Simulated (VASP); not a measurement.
Here is a VASP 6.6.1 calculation.

Contents of INCAR:

```
SYSTEM = Sr
  ALGO = Normal
  EDIFF = 1E-6
  ENCUT = 520
  GGA = CA
  ISIF = 2
  ISMEAR = 0
  LASPH = .TRUE.
  LCHARG = .FALSE.
  LREAL = .FALSE.
  LWAVE = .FALSE.
  NBANDS = 11
  NELM = 80
  PREC = Accurate
  SIGMA = 0.1
```

KPOINTS

```
k-points
0
G
  8 8 2
  0 0 0
```

The input POSCAR:

```
Sr
1.0
    3.5219821000      0.0000000000      0.0000000000
   -1.7609910500      3.0501259700      0.0000000000
    0.0000000000      0.0000000000     15.3771860000
Sr
1
Direct
    0.6666666667      0.3333333333      0.0000000000
```

Potentials or basis: VASP PAW LDA potentials, release 64 (Sr_sv).

Run with:

```sh
$ cat potpaw_LDA.64/Sr_sv/POTCAR > POTCAR
$ mpirun -np 1 vasp_std > vasp.out
```

Estimate the band gap on the k mesh.

zero (band 5 reaches -1.25 eV, above the bottom of band 6 at -1.67 eV).

Predict the pressure.

1.4 GPa.

Stress tensor (GPa, compression positive):
```
2.15 0.00 0.00
0.00 2.15 0.00
0.00 0.00 0.00
```
